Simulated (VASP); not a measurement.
Si5Ge: relaxation of cell and atoms with PBE

The system is Si5Ge.

```
CELL_PARAMETERS angstrom
1.87394 -6.52288 0.00000
1.87394 6.52288 0.00000
0.00000 0.00000 3.77111
ATOMIC_POSITIONS crystal
Si 0.32599 0.67401 0.00000
Si 0.67401 0.32599 0.00000
Si 0.50000 0.50000 0.50000
Si 0.82705 0.17295 0.50000
Si 0.17295 0.82705 0.50000
Ge 0.00000 0.00000 0.00000
```

The cell was built from a structure type or drawn by symmetry, and may not be a known phase.

```json
{
  "Program": "VASP 6.6.1",
  "Task": "relaxation of cell and atoms",
  "Functional": "PBE",
  "Potentials or basis": "VASP PAW PBE potentials, release 64 (Si, Ge_d)",
  "Cutoff": "600 eV",
  "k mesh": "6 × 6 × 4",
  "Occupations": "gaussian, width 0.1 eV",
  "Spin": "no spin polarisation",
  "Dipole correction": "no",
  "Further INCAR settings": "ALGO = Normal; EDIFF = 1e-07; IBRION = 2; EDIFFG = -0.04; NSW = 90; ISIF = 3"
}
```

```yaml
Relaxed_volume: 15.55 Å³/atom
Relaxed_cell: a = 6.804 Å, b = 6.804 Å, c = 3.795 Å, α = 90.00°, β = 90.00°, γ = 147.92°
Space_group_after_relaxing_to_0.1_Å: Cmmm (No. 65)
Energy_gained_by_relaxing: 0.7 meV/atom
Ionic_steps: 3
Pressure_after_relaxing: -0.1 GPa
Largest_force_after_relaxing: 0.027 eV/Å
Band_gap_on_the_k_mesh: zero (bands 17 and 18 overlap by 3.68 eV)
```

Forces on the atoms (eV/Å):
```
Si   0.000 -0.019  0.000
Si   0.000  0.019  0.000
Si   0.000  0.000  0.000
Si   0.000 -0.027  0.000
Si   0.000  0.027  0.000
Ge   0.000  0.000  0.000
```

Stress tensor (GPa, compression positive):
```
-0.39  0.00  0.00
 0.00 -0.17  0.00
 0.00  0.00  0.22
```

Step by step:
```tsv
step	energy change (eV)	largest force (eV/Å)	pressure (GPa)	volume (Å³)
1	0.0000	0.0489	0.92	92.19
2	-0.0039	0.0261	-0.17	93.37
3	-0.0039	0.0273	-0.11	93.31
```

Final structure:
```yaml
crystal:
  lattice:
    - [1.88004, -6.53880, 0.00000]
    - [1.88004, 6.53880, 0.00000]
    - [0.00000, 0.00000, 3.79519]
  atoms:
    - { symbol: Si, position: [0.32613, 0.67387, 0.00000] }
    - { symbol: Si, position: [0.67387, 0.32613, 0.00000] }
    - { symbol: Si, position: [0.50000, 0.50000, 0.50000] }
    - { symbol: Si, position: [0.82722, 0.17278, 0.50000] }
    - { symbol: Si, position: [0.17278, 0.82722, 0.50000] }
    - { symbol: Ge, position: [0.00000, 0.00000, 0.00000] }
```

Levels at points of the mesh, in eV from the Fermi level:
```csv
k point,band 15,band 16,band 17,band 18,band 19,band 20
"(0.00, 0.00, 0.00)",-1.57,-0.88,-0.82,-0.44,0.20,0.34
"(0.50, 0.00, 0.00)",-1.51,-0.41,-0.26,-0.17,-0.03,0.87
"(0.50, 0.50, 0.00)",-2.78,-1.43,-0.74,0.34,0.52,1.61
"(0.00, 0.00, 0.50)",-0.62,-0.30,-0.30,-0.15,0.08,1.91
"(0.50, 0.00, 0.50)",-3.62,-3.47,-3.46,0.95,1.00,1.44
"(0.50, 0.50, 0.50)",-1.92,-0.58,-0.54,1.01,1.15,1.48
```

It took 4.7 min on 1 thread of Intel(R) Xeon(R) Platinum 8488C (Sapphire Rapids), with other jobs on the host, peak memory 0.34 GiB.

Caveat: the k points lie up to 0.41 Å⁻¹ apart in the final cell, too coarse for converged energies and pressures of a metal.
